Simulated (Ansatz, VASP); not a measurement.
## KCdCO3F in VASP and in Ansatz

File INCAR:

```
PREC = Accurate
ENCUT = 520
EDIFF = 1E-7
ISMEAR = 0
SIGMA = 0.01
LREAL = F
LASPH = T
NELM = 100
ALGO = Normal
ISIF = 2
LWAVE = F
LCHARG = F
GGA = PE
NBANDS = 34
```

The input KPOINTS:

```
Automatic mesh
0
Gamma
  6 6 6
```

POSCAR

```
KCdCO3F
1.0
    5.0278216286      0.0000000000      0.0000000000
   -2.5139108143      4.3542212561      0.0000000000
    0.0000000000      0.0000000000      4.3970698057
K Cd C O F
1 1 1 3 1
Direct
    0.0000000000      0.0000000000      0.0000000000
    0.6666666667      0.3333333333      0.5000000000
    0.3333333333      0.6666666667      0.5000000000
    0.1878722204      0.3757444408      0.5000000000
    0.1878722204      0.8121277796      0.5000000000
    0.6242555592      0.8121277796      0.5000000000
    0.6666666667      0.3333333333      0.0000000000
```

Input for Ansatz:

```yaml
crystal:
  lattice:
    - [5.0278216286, 0.0, 0.0]
    - [-2.5139108143, 4.3542212561, 0.0]
    - [0.0, 0.0, 4.3970698057]
  atoms:
    - { symbol: K, position: [0.0, 0.0, 0.0] }
    - { symbol: Cd, position: [0.6666666667, 0.3333333333, 0.5] }
    - { symbol: C, position: [0.3333333333, 0.6666666667, 0.5] }
    - { symbol: O, position: [0.1878722204, 0.3757444408, 0.5] }
    - { symbol: O, position: [0.1878722204, 0.8121277796, 0.5] }
    - { symbol: O, position: [0.6242555592, 0.8121277796, 0.5] }
    - { symbol: F, position: [0.6666666667, 0.3333333333, 0.0] }
kpoints:
  mp_grid: { grid: [6, 6, 6] }
hamiltonian:
  xc: pbe
scf:
  occupations: { method: fixed }
  n_extra_bands: 5
output:
  forces: true
  stress: true
  eigenvalues: true
```

Alike in both runs: task single point; functional PBE; k mesh 6 × 6 × 6; no spin polarisation.

```csv
,VASP,Ansatz
version,VASP 6.6.1,Ansatz 0.2.0
potentials or method,"VASP PAW PBE potentials, release 64 (K_sv, Cd, C, O, F)","plane waves, PAW"
plane-wave cutoff (eV),520,420
occupations,"gaussian, width 0.01 eV",fixed
valence electrons in the cell,50,58
```

|  | VASP | Ansatz | Ansatz less VASP |
| --- | --- | --- | --- |
| gap on the k mesh at the Fermi level (eV) | 2.02 | 2.05 | +0.030 |
| pressure (GPa) | 8.0 | 7.0 | -0.94 |
| traceless stress, the component that is largest in VASP (GPa) | -3.63 | -3.18 | +0.456 |
| rms of the force components (eV/Å) | 0.730 | 0.619 | -0.1114 |

Atom by atom the forces differ by 0.111 eV/Å (rms over components). VASP's potentials hold 50 valence electrons a cell and Ansatz's 58, so a difference there can come from the potentials and not from the codes.
